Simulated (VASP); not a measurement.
# SiC (P6_3mc) in VASP: a series of runs, part 2 of 2

VASP 6.6.1.

### 3 Single point, r2SCAN (in-plane strain +0.005)

POSCAR reads:

```
SiC
1.0
    3.0907129446      0.0000000000      0.0000000000
   -1.5453564723      2.6766359258      0.0000000000
    0.0000000000      0.0000000000      5.0330721066
Si C
2 2
Direct
    0.3333333333      0.6666666667      0.0045985929
    0.6666666667      0.3333333333      0.5045985929
    0.3333333333      0.6666666667      0.3804014071
    0.6666666667      0.3333333333      0.8804014071
```

INCAR.step1 reads:

```
ALGO     = Normal         # electronic algorithm
EDIFF    = 1E-4           # SCF threshold, eV
ENCUT    = 520            # plane-wave cutoff, eV
GGA      = PE             # functional
ISMEAR   = 0              # smearing method
LASPH    = T              # aspherical terms in the spheres
LCHARG   = F              # write CHGCAR
LREAL    = F              # projectors in reciprocal space
LWAVE    = T              # write WAVECAR
NBANDS   = 16             # bands
NELM     = 100            # most SCF steps
PREC     = Accurate       # precision mode
SIGMA    = 0.01           # smearing width, eV
```

INCAR.step2 reads:

```
ALGO     = Normal         # electronic algorithm
EDIFF    = 1E-6           # SCF threshold, eV
ENCUT    = 520            # plane-wave cutoff, eV
ISIF     = 2              # what is computed and relaxed
ISMEAR   = 0              # smearing method
ISTART   = 1            
LASPH    = T              # aspherical terms in the spheres
LCHARG   = F              # write CHGCAR
LMIXTAU  = T            
LREAL    = F              # projectors in reciprocal space
LWAVE    = F              # write WAVECAR
METAGGA  = R2SCAN         # meta-GGA
NBANDS   = 16             # bands
NELM     = 100            # most SCF steps
PREC     = Accurate       # precision mode
SIGMA    = 0.01           # smearing width, eV
```

KPOINTS reads:

```
k-points
0
Gamma
  8 8 6
```

Potentials or basis: VASP PAW PBE potentials, release 64 (Si, C).

Started as:

```sh
$ cat potpaw_PBE.64/Si/POTCAR potpaw_PBE.64/C/POTCAR > POTCAR
$ cp INCAR.step1 INCAR
$ mpirun -np 1 vasp_std > vasp.out
$ cp INCAR.step2 INCAR
$ mpirun -np 1 vasp_std > vasp.out
```

OUTCAR:

```text
EDIFF = 1E-6
   ENCUT = 520
   ISIF = 2
   ISMEAR = 0
   ISTART = 1
   LASPH = T
   LREAL = F
   METAGGA = R2SCAN
   NELM = 100
   PREC = Accurate

 ion  position               nearest neighbor table
   1  0.333  0.667  0.005-   4 1.89   4 1.89   4 1.89   3 1.89   2 3.08   2 3.08   2 3.08   2 3.08
                             2 3.08   2 3.08
   2  0.667  0.333  0.505-   3 1.89   3 1.89   3 1.89   4 1.89   1 3.08   1 3.08   1 3.08   1 3.08
                             1 3.08   1 3.08
[... 663 lines left out ...]
  --------------------------------------------------------------------------------------
  -------------------------------------------------------------------------------------
  Total       -0.8602167     -0.8602167      0.3512736      0.0000000      0.0000000      0.0000000
  in kB      -33.1007112    -33.1007112     13.5168320      0.0000000      0.0000000      0.0000000
  external PRESSURE =     -17.5615302 kB  Pullay stress =       0.0000000 kB

 VOLUME and BASIS-vectors are now :
 -----------------------------------------------------------------------------
  energy-cutoff  :      520.00
  volume of cell :       41.64
      direct lattice vectors                 reciprocal lattice vectors
     3.090712945  0.000000000  0.000000000     0.323549944  0.186801647  0.000000000
    -1.545356472  2.676635926  0.000000000     0.000000000  0.373603294  0.000000000
     0.000000000  0.000000000  5.033072107     0.000000000  0.000000000  0.198685808

 POSITION                                       TOTAL-FORCE (eV/Angst)
 -----------------------------------------------------------------------------------
     -0.00000      1.78442      0.02315        -0.000000      0.000000     -0.072759
      1.54536      0.89221      2.53968         0.000000     -0.000000     -0.072759
     -0.00000      1.78442      1.91459         0.000000      0.000000      0.072759
      1.54536      0.89221      4.43112        -0.000000      0.000000      0.072759
 -----------------------------------------------------------------------------------
    total drift:                               -0.000000     -0.000000     -0.000162

  FREE ENERGIE OF THE ION-ELECTRON SYSTEM (eV)
  ---------------------------------------------------
  free  energy   TOTEN  =       -38.6320081162 eV

  energy  without entropy=      -38.6320081162  energy(sigma->0) =      -38.63200812
```

OUTCAR.step1:

```text
EDIFF = 1E-4
   ENCUT = 520
   GGA = PE
   ISMEAR = 0
[... 690 lines left out ...]
     -0.00000      1.78442      0.02315        -0.000000      0.000000     -0.078617
      1.54536      0.89221      2.53968         0.000000     -0.000000     -0.078617
     -0.00000      1.78442      1.91459         0.000000      0.000000      0.078617
      1.54536      0.89221      4.43112        -0.000000      0.000000      0.078617
 -----------------------------------------------------------------------------------
    total drift:                               -0.000000     -0.000000     -0.000555

  FREE ENERGIE OF THE ION-ELECTRON SYSTEM (eV)
  ---------------------------------------------------
  free  energy   TOTEN  =       -30.1039796110 eV

  energy  without entropy=      -30.1039796110  energy(sigma->0) =      -30.10397961
```

OSZICAR.step1:

```text
N       E                     dE             d eps       ncg     rms          rms(c)
DAV:   1     0.236925156460E+02    0.23693E+02   -0.70724E+03  1280   0.892E+02
DAV:   2    -0.313385209791E+02   -0.55031E+02   -0.50081E+02  1872   0.155E+02
DAV:   3    -0.337782645921E+02   -0.24397E+01   -0.24300E+01  1656   0.302E+01
DAV:   4    -0.337959652277E+02   -0.17701E-01   -0.17698E-01  1624   0.317E+00
DAV:   5    -0.337961405039E+02   -0.17528E-03   -0.17527E-03  1600   0.298E-01    0.124E+01
DAV:   6    -0.301878929597E+02    0.36082E+01   -0.64944E+00  1624   0.156E+01    0.558E+00
DAV:   7    -0.301217655821E+02    0.66127E-01   -0.11166E+00  1808   0.613E+00    0.247E+00
DAV:   8    -0.301052443775E+02    0.16521E-01   -0.47220E-02  1432   0.139E+00    0.624E-01
DAV:   9    -0.301036323268E+02    0.16121E-02   -0.77140E-03  1624   0.593E-01    0.124E-01
DAV:  10    -0.301039541375E+02   -0.32181E-03   -0.10440E-03  1616   0.186E-01    0.576E-02
DAV:  11    -0.301039796110E+02   -0.25474E-04   -0.87952E-05  1088   0.704E-02
   1 F= -.30103980E+02 E0= -.30103980E+02  d E =-.498373E-65
```

Run time: 78 s. Hardware: 1 thread of Intel Xeon Platinum 8559C (Emerald Rapids), shared host; peak memory 0.16 GiB.

Results:

```yaml
Free_energy: -38.6320 eV
Pressure: -1.8 GPa
Largest_force: 0.073 eV/Å
Band_gap_on_the_k_mesh: 2.95 eV, indirect (least direct gap 4.39 eV)
```

Forces in eV/Å, atoms in the order of the input:
```
Si   0.000  0.000 -0.073
Si   0.000  0.000 -0.073
C    0.000  0.000  0.073
C    0.000  0.000  0.073
```

Stress tensor (GPa, compression positive):
```
-3.31  0.00  0.00
 0.00 -3.31  0.00
 0.00  0.00  1.35
```

Levels at points of the mesh, in eV from the valence-band top:
| k point | band 6 | band 7 | band 8 | band 9 | band 10 | band 11 |
| --- | --- | --- | --- | --- | --- | --- |
| (0.00, 0.00, 0.00) | -0.07 | 0.00 | 0.00 | 5.19 | 6.82 | 7.09 |
| (0.50, 0.00, 0.00) | -3.50 | -3.34 | -1.23 | 3.16 | 4.71 | 7.41 |
| (0.00, 0.00, 0.50) | -0.77 | -0.77 | -0.77 | 6.35 | 6.35 | 7.80 |
| (0.50, 0.00, 0.50) | -2.56 | -2.39 | -2.39 | 3.73 | 3.73 | 5.80 |

Caveat: the cell differs from its parent crystal (in-plane strain +0.005); the PAW data sets were made with another functional, which shifts forces and pressure a little. A k mesh can miss the band edges.

### 4 Single point, r2SCAN (film at in-plane strain +0.005)

POSCAR reads:

```
SiC
1.0
    3.0907129446      0.0000000000      0.0000000000
   -1.5453564723      2.6766359258      0.0000000000
    0.0000000000      0.0000000000      5.0440972767
Si C
2 2
Direct
    0.3333333333      0.6666666667      0.0043222089
    0.6666666667      0.3333333333      0.5043222089
    0.3333333333      0.6666666667      0.3806777911
    0.6666666667      0.3333333333      0.8806777911
```

INCAR.step1 reads:

```
  ALGO = Normal
  EDIFF = 1E-4
  ENCUT = 520
  GGA = PE
  ISMEAR = 0
  LASPH = True
  LCHARG = False
  LREAL = False
  LWAVE = True
  NBANDS = 16
  NELM = 100
  PREC = Accurate
  SIGMA = 0.01
```

INCAR.step2 reads:

```
  ALGO = Normal
  EDIFF = 1E-6
  ENCUT = 520
  ISIF = 2
  ISMEAR = 0
  ISTART = 1
  LASPH = True
  LCHARG = True
  LELF = True
  LMIXTAU = True
  LREAL = False
  LVHAR = True
  LWAVE = False
  METAGGA = R2SCAN
  NBANDS = 16
  NELM = 100
  PREC = Accurate
  SIGMA = 0.01
```

KPOINTS is that of step 3.

Started as:

```sh
$ cat potpaw_PBE.64/Si/POTCAR potpaw_PBE.64/C/POTCAR > POTCAR
$ cp INCAR.step1 INCAR
$ mpirun -np 1 vasp_std > vasp.out
$ cp INCAR.step2 INCAR
$ mpirun -np 1 vasp_std > vasp.out
```

Wall time 58 s (1 thread of Intel Xeon Platinum 8559C (Emerald Rapids), shared host); peak memory 0.17 GiB.

Results (log left out):

```
Free energy            : -38.6326 eV
Pressure               : -2.2 GPa
Band gap on the k mesh : 2.97 eV, indirect (least direct gap 4.41 eV)
```

Stress tensor (GPa, compression positive):
```
-3.28  0.00  0.00
 0.00 -3.28  0.00
 0.00  0.00 -0.17
```

Levels at points of the mesh, in eV from the valence-band top:
```
           k point  band 6  band 7  band 8  band 9  band 10  band 11
(0.00, 0.00, 0.00)   -0.06    0.00    0.00    5.21     6.77     7.10
(0.50, 0.00, 0.00)   -3.48   -3.32   -1.24    3.17     4.71     7.40
(0.00, 0.00, 0.50)   -0.76   -0.76   -0.76    6.35     6.35     7.81
(0.50, 0.00, 0.50)   -2.56   -2.38   -2.38    3.73     3.73     5.78
```

Caveat: the cell differs from its parent crystal (film at in-plane strain +0.005); the PAW data sets were made with another functional, which shifts forces and pressure a little.
